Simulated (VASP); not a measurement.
# Si3Mo (P1) in VASP: single point with PBE

Aim: the single point of Si3Mo with PBE.

Program: VASP 6.6.1. These are calculated values, not measurements. Logs are shortened: lines on timing, memory, paths and dates and some standing lists are left out, and cuts for length are marked.

## Step 1: The cell of the first run

The typed cell holds 8 atoms: a = 4.635 Å, b = 4.685 Å, c = 5.865 Å, α = 86.49°, β = 85.07°, γ = 63.99°.

## Step 2: Single point, PBE

File INCAR:

```
SYSTEM = Si3Mo
  PREC = Accurate
  ENCUT = 520
  EDIFF = 1E-6
  ISMEAR = 0
  SIGMA = 0.1
  LREAL = .False.
  LASPH = .True.
  NELM = 100
  ALGO = Normal
  ISIF = 2
  LWAVE = .False.
  LCHARG = .True.
  GGA = PE
  LELF = .True.
  LVHAR = .True.
  NBANDS = 36
```

File KPOINTS:

```
Automatic mesh
0
Gamma
  4 4 4
  0 0 0
```

File POSCAR:

```
Si3Mo
1.0
    4.6354027614      0.0000000000      0.0000000000
    2.0547544222      4.2105884574      0.0000000000
    0.5044158787      0.1532734002      5.8412349345
Si Mo
6 2
Direct
    0.4365319386      0.7391217457      0.1259715889
    0.2403323523      0.9375956087      0.6299867507
    0.2479837506      0.2908066082      0.2888953500
    0.7900216239      0.7577908277      0.7860742209
    0.8636350751      0.8350806815      0.3414889121
    0.3362014742      0.3563129642      0.8441326897
    0.6880734471      0.4081253308      0.4843453577
    0.8972203382      0.1751662331      0.9991051300
```

Potentials or basis: VASP PAW PBE potentials, release 64 (Si, Mo_sv).

Started as:

```sh
> cat potpaw_PBE.64/Si/POTCAR potpaw_PBE.64/Mo_sv/POTCAR > POTCAR
> mpirun -np 1 vasp_std > vasp.out
```

OUTCAR:

```text
SYSTEM = Si3Mo
   PREC = Accurate
   ENCUT = 520
   EDIFF = 1E-6
   ISMEAR = 0
   LREAL = .False.
   LASPH = .True.
   NELM = 100
   ISIF = 2
   GGA = PE

 ion  position               nearest neighbor table
   1  0.437  0.739  0.126-   4 2.49   3 2.56   7 2.57   8 2.58   5 2.65   8 2.67   5 2.70   3 2.70
                             6 2.72   2 3.09   2 3.09   6 3.11
   2  0.240  0.938  0.630-   3 2.53   4 2.54   8 2.57   7 2.57   6 2.60   4 2.65   7 2.71   5 2.74
                             6 2.79   5 3.08   1 3.09   1 3.09
   3  0.248  0.291  0.289-   5 2.41   2 2.53   1 2.56   7 2.58   6 2.63   8 2.68   7 2.69   1 2.70
                             5 2.74   8 3.17
   4  0.790  0.758  0.786-   6 2.44   1 2.49   2 2.54   5 2.62   8 2.62   2 2.65   7 2.69   6 2.69
                             8 2.79   7 3.30
   5  0.864  0.835  0.341-   3 2.41   8 2.52   7 2.54   7 2.61   4 2.62   1 2.65   1 2.70   2 2.74
                             3 2.74   2 3.08
   6  0.336  0.356  0.844-   4 2.44   8 2.59   2 2.60   8 2.61   7 2.62   3 2.63   4 2.69   1 2.72
                             2 2.79   1 3.11
   7  0.688  0.408  0.484-   5 2.54   1 2.57   2 2.57   3 2.58   5 2.61   6 2.62   4 2.69   3 2.69
                             2 2.71   8 3.03   8 3.23   4 3.30
   8  0.897  0.175  0.999-   5 2.52   2 2.57   1 2.58   6 2.59   6 2.61   4 2.62   1 2.67   3 2.68
                             4 2.79   7 3.03   3 3.17   7 3.23

  Warning from LATTYP: Got some problem with cell dimensions!
  Tried to take original basis but could not verify dimensions!
  LATTYP: Found a triclinic cell.
 ALAT       =     4.6354027614
 B/A-ratio  =     1.0653878753
 C/A-ratio  =     1.2652572324
 COS(alpha) =     0.0226606916
 COS(beta)  =     0.0860047516
 COS(gamma) =     0.5225569195

  Lattice vectors:

 A1 = (  -4.6354027614,   0.0000000000,   0.0000000000)
 A2 = (  -2.5806483392,   4.2105884574,   0.0000000000)
 A3 = (  -0.5044158787,  -0.1532734002,  -5.8412349345)

Analysis of symmetry for initial positions (statically):
=====================================================================
 Subroutine PRICEL returns:
 Original cell was already a primitive cell.

 Routine SETGRP: Setting up the symmetry group for a
 triclinic supercell.

 Subroutine GETGRP returns: Found  1 space group operations
 (whereof  1 operations were pure point group operations)
 out of a pool of  2 trial point group operations.

The static configuration has the point symmetry C_1 .

Analysis of symmetry for dynamics (positions and initial velocities):
=====================================================================
 Subroutine PRICEL returns:
 Original cell was already a primitive cell.

 Routine SETGRP: Setting up the symmetry group for a
 triclinic supercell.

 Subroutine GETGRP returns: Found  1 space group operations
 (whereof  1 operations were pure point group operations)
 out of a pool of  2 trial point group operations.

The dynamic configuration has the point symmetry C_1 .

 Subroutine INISYM returns: Found  1 space group operations
 (whereof  1 operations are pure point group operations),
 and found     1 'primitive' translations

----------------------------------------------------------------------------------------

                                     Primitive cell

  volume of cell :     114.0079

  direct lattice vectors                    reciprocal lattice vectors
     4.635402761  0.000000000  0.000000000     0.215730984 -0.105276067 -0.015866870
     2.054754422  4.210588457  0.000000000     0.000000000  0.237496495 -0.006231883
     0.504415879  0.153273400  5.841234935     0.000000000  0.000000000  0.171196675

  length of vectors
     4.635402761  4.685196996  5.864976869     0.240571539  0.237578243  0.171196675

  position of ions in fractional coordinates (direct lattice)
     0.436531939  0.739121746  0.125971589
     0.240332352  0.937595609  0.629986751
     0.247983751  0.290806608  0.288895350
     0.790021624  0.757790828  0.786074221
     0.863635075  0.835080682  0.341488912
     0.336201474  0.356312964  0.844132690
     0.688073447  0.408125331  0.484345358
     0.897220338  0.175166233  0.999105130

  ion indices of the primitive-cell ions
   primitive index   ion index
                 1           1
                 2           2
                 3           3
                 4           4
                 5           5
                 6           6
                 7           7
                 8           8

----------------------------------------------------------------------------------------

 KPOINTS: Automatic mesh

Automatic generation of k-mesh.
 Grid dimensions read from file:
 generate k-points for:    4    4    4

 Generating k-lattice:

  Cartesian coordinates                     Fractional coordinates (reciprocal lattice)
     0.053932746 -0.026319017 -0.003966717     0.250000000 -0.000000000 -0.000000000
     0.000000000  0.059374124 -0.001557971     0.000000000  0.250000000  0.000000000
     0.000000000  0.000000000  0.042799169     0.000000000  0.000000000  0.250000000

  Length of vectors
     0.060142885  0.059394561  0.042799169

  Shift w.r.t. Gamma in fractional coordinates (k-lattice)
     0.000000000  0.000000000  0.000000000

 Subroutine IBZKPT returns following result:
 ===========================================

 Found     36 irreducible k-points:

 Following reciprocal coordinates:
            Coordinates               Weight
  0.000000  0.000000  0.000000      1.000000
  0.250000  0.000000  0.000000      2.000000
  0.500000  0.000000  0.000000      1.000000
  0.000000  0.250000  0.000000      2.000000
  0.250000  0.250000  0.000000      2.000000
  0.500000  0.250000  0.000000      2.000000
[... 16 lines left out ...]
  0.000000 -0.250000  0.250000      2.000000
  0.250000 -0.250000  0.250000      2.000000
 [... further k-points ...]
   k-points           NKPTS =     36   k-points in BZ     NKDIM =     36   number of bands    NBANDS=     36
   number of dos      NEDOS =    301   number of ions     NIONS =      8
   total plane-waves  NPLWV =  62208
   dimension x,y,z NGX =    36 NGY =   36 NGZ =   48
   dimension x,y,z NGXF=    72 NGYF=   72 NGZF=   96
   ions per type =               6   2
   NGX,Y,Z   is equivalent  to a cutoff of  12.91, 12.77, 13.61 a.u.
   NGXF,Y,Z  is equivalent  to a cutoff of  25.82, 25.55, 27.21 a.u.
 SYSTEM =  Si3Mo
   PREC   = accura    normal or accurate (medium, high low for compatibility)
   ISTART =      0    job   : 0-new  1-cont  2-samecut
   ICHARG =      2    charge: 1-file 2-atom 10-const
   ISPIN  =      1    spin polarized calculation?
   LNONCOLLINEAR =      F non collinear calculations
   LSORBIT =      F    spin-orbit coupling
   LASPH  =      T    aspherical Exc in radial PAW
   ENCUT  =  520.0 eV  38.22 Ry    6.18 a.u.   8.62  8.71 10.90*2*pi/ulx,y,z
   NELM   =    100;   NELMIN=  2; NELMDL= -5     # of ELM steps
   EDIFF  = 0.1E-05   stopping-criterion for ELM
   LREAL  =      F    real-space projection
   EDIFFG = 0.1E-04   stopping-criterion for IOM
   NSW    =      0    number of steps for IOM
   IBRION =     -1    ionic relax: 0-MD 1-quasi-New 2-CG
   NFREE  =      0    steps in history (QN), initial steepest desc. (CG)
   ISIF   =      2    stress and relaxation
   ISYM   =      2    0-nonsym 1-usesym 2-fastsym
   POTIM  = 0.5000    time-step for ionic-motion
   TEBEG  =    0.0;   TEEND  =   0.0 temperature during run
   PSTRESS=    0.0 pullay stress
   NELECT =      52.0000    total number of electrons
   NUPDOWN=      -1.0000    fix difference up-down
   EMIN   =  10.00;   EMAX   =-10.00  energy-range for DOS
   EFERMI =   0.00;   METHOD = LEGACY
   ISMEAR =     0;   SIGMA  =   0.10  broadening in eV -4-tet -1-fermi 0-gaus
   EFERMI_NEDOS =   21; number of points for ismear=-14 and -15
   IALGO  =     38    algorithm
   IMIX   =      4    mixing-type and parameters
     AMIX     =   0.40;   BMIX     =  1.00
     AMIX_MAG =   1.60;   BMIX_MAG =  1.00
  volume/ion in A,a.u.               =      14.25        96.17
  Fermi-wavevector in a.u.,A,eV,Ry     =   1.260175  2.381386 21.606620  1.588042
  Thomas-Fermi vector in A             =   2.393698
   LORBIT       =      0    0 simple, 1 ext, 2 COOP (PROOUT), +10 PAW based schemes
   GGA     = PE    functional components
   LHFCALC =     F    Hartree Fock is set to
   AEXX    =    0.0000 exact exchange contribution
   IVDW    =     0    specifies the selected vdW correction
   LEPSILON=     F    determine dielectric tensor
   LRPA    =     F    only Hartree local field effects (RPA)
 non-spin polarized calculation
 Gauss-broadening in eV      SIGMA  =   0.10
  energy-cutoff  :      520.00
  volume of cell :      114.01
 maximum number of plane-waves:      3090
 NGX is ok and might be reduce to    36
   NGX = 17   NGY = 17   NGZ = 21

 number of electron      52.0000001 magnetization

 Free energy of the ion-electron system (eV)
  ---------------------------------------------------
  ext. energy  EPLUGINS =         0.00000000
  ---------------------------------------------------
  free energy    TOTEN  =       -54.46291637 eV

  energy without entropy =      -54.44262232  energy(sigma->0) =      -54.45276934

 E-fermi :  11.2497     XC(G=0): -11.8813

 val. band max:       11.2331191207   @ k =   0.5000   0.0000   0.5000
 cond. band min:      11.2695078698   @ k =   0.0000   0.0000   0.2500
 fundamental gap:      0.0363887491
 Fermi energy:        11.2497408127

 k-point     1 :       0.0000    0.0000    0.0000
  band No.  band energies     occupation
      1     -49.6587      2.00000
      2     -49.6257      2.00000
      3     -23.9667      2.00000
      4     -23.8561      2.00000
      5     -23.8300      2.00000
      6     -23.7880      2.00000
[... 28 lines left out ...]
     35      14.7611      0.00000
     36      14.8584      0.00000

 k-point     2 :       0.2500    0.0000    0.0000
  band No.  band energies     occupation
      1     -49.6586      2.00000
      2     -49.6257      2.00000
      3     -23.9656      2.00000
      4     -23.8583      2.00000
      5     -23.8314      2.00000
      6     -23.7896      2.00000
[... 28 lines left out ...]
     35      15.2899      0.00000
     36      15.5774      0.00000
[... 817 lines left out ...]
     35      14.9692      0.00000
     36      15.4099      0.00000

 k-point    24 :       0.2500   -0.2500    0.2500
  band No.  band energies     occupation
      1     -49.6564      2.00000
      2     -49.6278      2.00000
      3     -23.9453      2.00000
      4     -23.8674      2.00000
      5     -23.8250      2.00000
      6     -23.7925      2.00000
[... 28 lines left out ...]
     35      14.8561      0.00000
     36      15.3225      0.00000

 [... further k-points ...]
[... 5 lines left out ...]
  --------------------------------------------------------------------------------------
  -------------------------------------------------------------------------------------
  Total        0.5749392      0.5468852      0.9921810     -0.8756133      0.2749672     -1.6947393
  in kB        8.0797430      7.6854947     13.9433305    -12.3051804      3.8641734    -23.8165336
  external PRESSURE =       9.9028561 kB  Pullay stress =       0.0000000 kB

 VOLUME and BASIS-vectors are now :
 -----------------------------------------------------------------------------
  energy-cutoff  :      520.00
  volume of cell :      114.01
      direct lattice vectors                 reciprocal lattice vectors
     4.635402761  0.000000000  0.000000000     0.215730984 -0.105276067 -0.015866870
     2.054754422  4.210588457  0.000000000     0.000000000  0.237496495 -0.006231883
     0.504415879  0.153273400  5.841234935     0.000000000  0.000000000  0.171196675

 POSITION                                       TOTAL-FORCE (eV/Angst)
 -----------------------------------------------------------------------------------
      3.60576      3.13145      0.73583        -0.117678     -0.600763      0.271652
      3.35834      4.04439      3.67990        -0.604592      0.153617      0.005207
      1.89276      1.26875      1.68751         0.655126     -0.118890      0.142088
      5.61565      3.31123      4.59164         0.231981     -0.164362      0.222104
      5.89143      3.56852      1.99472        -0.225856      0.566665      0.047273
      2.71636      1.62967      4.93078         0.184464     -0.281216     -0.107010
      4.27241      1.79269      2.82918        -0.256343     -0.031147      0.573606
      5.02287      0.89069      5.83601         0.132897      0.476097     -1.154921
 -----------------------------------------------------------------------------------
    total drift:                               -0.000100      0.000254      0.000506

  FREE ENERGIE OF THE ION-ELECTRON SYSTEM (eV)
  ---------------------------------------------------
  free  energy   TOTEN  =       -54.4629163699 eV

  energy  without entropy=      -54.4426223163  energy(sigma->0) =      -54.45276934
```

Run time: 78 s. Hardware: 1 thread of AMD EPYC 9R45 (Zen 5), shared host; peak memory 0.26 GiB.

Results:

| Item | Value |
| --- | --- |
| Free energy | -54.4629 eV |
| Pressure | 1.0 GPa |
| Largest force | 1.256 eV/Å |
| Band gap on the k mesh | zero (band 26 reaches 11.88 eV, above the bottom of band 27 at 10.96 eV) |

Forces on the atoms (eV/Å):
```
Si  -0.118 -0.601  0.272
Si  -0.605  0.154  0.005
Si   0.655 -0.119  0.142
Si   0.232 -0.164  0.222
Si  -0.226  0.567  0.047
Si   0.184 -0.281 -0.107
Mo  -0.256 -0.031  0.574
Mo   0.133  0.476 -1.155
```

Stress tensor (GPa, compression positive):
```
 0.81 -1.23 -2.38
-1.23  0.77  0.39
-2.38  0.39  1.39
```

Levels at points of the mesh, in eV from the Fermi level:
| k point | band 24 | band 25 | band 26 | band 27 | band 28 | band 29 |
| --- | --- | --- | --- | --- | --- | --- |
| (0.00, 0.00, 0.00) | -2.14 | -1.51 | -1.25 | -0.29 | 1.41 | 1.45 |
| (0.50, 0.00, 0.00) | -1.55 | -0.31 | 0.03 | 0.28 | 0.53 | 0.78 |
| (0.00, 0.50, 0.00) | -1.43 | -0.58 | -0.06 | 0.13 | 0.48 | 0.63 |
| (0.50, 0.50, 0.00) | -1.26 | 0.03 | 0.15 | 0.62 | 0.99 | 1.09 |
| (0.00, 0.00, 0.50) | -2.28 | -0.76 | -0.50 | 0.49 | 0.56 | 1.60 |
| (0.50, 0.00, 0.50) | -1.44 | -0.37 | -0.02 | 0.49 | 0.71 | 0.77 |
| (0.00, 0.50, 0.50) | -0.97 | -0.48 | -0.27 | 0.48 | 0.63 | 0.90 |
| (0.50, 0.50, 0.50) | -1.90 | 0.48 | 0.63 | 1.14 | 1.26 | 1.55 |

Caveat: the k points lie up to 0.38 Å⁻¹ apart; forces of over 1 eV/Å act on the atoms, so gaps and moduli don't describe the material at rest.
